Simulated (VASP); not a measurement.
Al2O3: electric field gradients with PBE

Crystal: Al2O3.

```
CELL_PARAMETERS angstrom
2.38025 1.37424 4.33187
-2.38025 1.37424 4.33187
0.00000 -2.74848 4.33187
ATOMIC_POSITIONS crystal
Al 0.85216 0.85216 0.85216
Al 0.64784 0.64784 0.64784
Al 0.14784 0.14784 0.14784
Al 0.35216 0.35216 0.35216
O 0.05668 0.75000 0.44332
O 0.75000 0.44332 0.05668
O 0.44332 0.05668 0.75000
O 0.94332 0.25000 0.55668
O 0.25000 0.55668 0.94332
O 0.55668 0.94332 0.25000
```

* Program: VASP 6.6.1
* Task: electric field gradients
* Functional: PBE
* Potentials or basis: VASP PAW PBE potentials, release 64 (Al, O)
* Cutoff: 520 eV
* k mesh: 7 × 7 × 7
* Occupations: fermi-dirac, width 0.05 eV
* Spin: no spin polarisation
* Dipole correction: no
* Further INCAR settings: ALGO = Normal; EDIFF = 1e-08; NBANDS = 35

```json
{
  "Pressure": "7.2 GPa",
  "Largest force": "0.027 eV/Å",
  "Band gap on the k mesh": "6.22 eV",
  "Largest electric field gradient by atom": "Al +6.3; O -37.8 V/Å²"
}
```

Forces in eV/Å, atoms in the order of the input:
```
Al   0.000  0.000 -0.027
Al   0.000  0.000  0.027
Al   0.000  0.000  0.027
Al   0.000  0.000 -0.027
O   -0.013 -0.022  0.000
O   -0.013  0.022  0.000
O    0.026  0.000  0.000
O    0.013  0.022  0.000
O    0.013 -0.022  0.000
O   -0.026  0.000  0.000
```

Stress tensor (GPa, compression positive):
```
7.41 0.00 0.00
0.00 7.41 0.00
0.00 0.00 6.77
```

Levels at points of the mesh, in eV from the valence-band top:
| k point | band 22 | band 23 | band 24 | band 25 | band 26 | band 27 |
| --- | --- | --- | --- | --- | --- | --- |
| (0.00, 0.00, 0.00) | -0.04 | -0.04 | 0.00 | 6.22 | 9.14 | 10.73 |

Electric field gradients, principal values (V/Å²):
| atom | least | middle | greatest (by size) |
| --- | --- | --- | --- |
| 1 Al | -3.167 | -3.167 | 6.335 |
| 2 Al | -3.167 | -3.167 | 6.335 |
| 3 Al | -3.167 | -3.167 | 6.335 |
| 4 Al | -3.167 | -3.167 | 6.335 |
| 5 O | 9.470 | 28.282 | -37.751 |
| 6 O | 9.470 | 28.282 | -37.751 |
| 7 O | 9.470 | 28.282 | -37.751 |
| 8 O | 9.470 | 28.282 | -37.751 |
| 9 O | 9.470 | 28.282 | -37.751 |
| 10 O | 9.470 | 28.282 | -37.751 |

Run time: 92 s on 1 thread of Intel(R) Xeon(R) Platinum 8559C (Emerald Rapids), with other jobs on the host, peak memory 0.27 GiB.

Caveat: the cell stands under pressure; without QUAD_EFG the Cq values of the log hold for a quadrupole moment of 1 mb, not for the nuclei; an odd mesh through Γ misses points on the zone boundary, where band edges can lie.
